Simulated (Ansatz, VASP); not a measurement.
# Two plane-wave programs on Cd2TeSe5

```
Cd Te Se
1.0
     4.37862    0.00000    0.00000
    -2.18931    3.79200    0.00000
     0.00000    0.00000   13.63328
Cd Te Se
2 1 5
Cartesian
  0.0000 2.5280 4.1529
  2.1893 1.2640 9.4804
  0.0000 0.0000 0.0000
  2.1893 1.2640 5.3732
  0.0000 2.5280 1.4593
  0.0000 2.5280 8.2600
  2.1893 1.2640 12.1740
  0.0000 0.0000 6.8166
```

Alike in both runs: functional PBE; k mesh 3 × 3 × 1; occupations gaussian, width 0.15 eV; no spin polarisation.

Ansatz relaxed the structure, and its values are those at the end. VASP's run is a single point on that final structure, the one shown.

```csv
,VASP,Ansatz
version,VASP 6.6.1,Ansatz 0.2.0
potentials or method,"VASP PAW PBE potentials, release 64 (Cd, Te, Se), cutoff 500 eV","scalar-relativistic, plane waves, PAW"
valence electrons in the cell,60,136
```

VASP gave:

| Quantity | Value |
| --- | --- |
| gap on the k mesh at the Fermi level (eV) | none |
| pressure (GPa) | 0.1 |
| rms of the force components (eV/Å) | 0.021 |

Problem. Estimate Ansatz's values.

Solution. gap on the k mesh at the Fermi level (eV): none; pressure (GPa): 0.1; rms of the force components (eV/Å): 0.015.

A gap of «none» marks a metal or a gap that the smearing closes. VASP's potentials hold 60 valence electrons a cell and Ansatz's 136, so a difference there can come from the potentials and not from the codes.

The k mesh is coarse, so the values compare programs but aren't converged. Spin-orbit coupling is off throughout.
